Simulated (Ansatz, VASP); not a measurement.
**ZrB2 in VASP and in Ansatz**

```
Zr B
1.0
     3.17099    0.00000    0.00000
    -1.58549    2.74616    0.00000
     0.00000    0.00000    3.54279
Zr B
1 2
Direct
  0.00000 0.00000 0.00000
  0.33333 0.66667 0.50000
  0.66667 0.33333 0.50000
```

Alike in both runs: functional PBE; k mesh 15 × 15 × 12; occupations gaussian, width 0.1 eV; no spin polarisation.

Ansatz relaxed the structure, and its values are those at the end. VASP's run is a single point on that final structure, the one shown.

|  | VASP | Ansatz |
| --- | --- | --- |
| version | VASP 6.6.1 | Ansatz 0.2.0 |
| potentials or method | VASP PAW PBE potentials, release 64 (Zr_sv, B), cutoff 520 eV | scalar-relativistic, plane waves, PAW |
| valence electrons in the cell | 18 | 18 |

|  | VASP | Ansatz | Ansatz less VASP |
| --- | --- | --- | --- |
| gap on the k mesh at the Fermi level (eV) | none | none | - |
| pressure (GPa) | 0.1 | 0.0 | -0.12 |

A gap of «none» marks a metal or a gap that the smearing closes. The functional is the same, so the differences come from potentials, cutoffs and numerics.
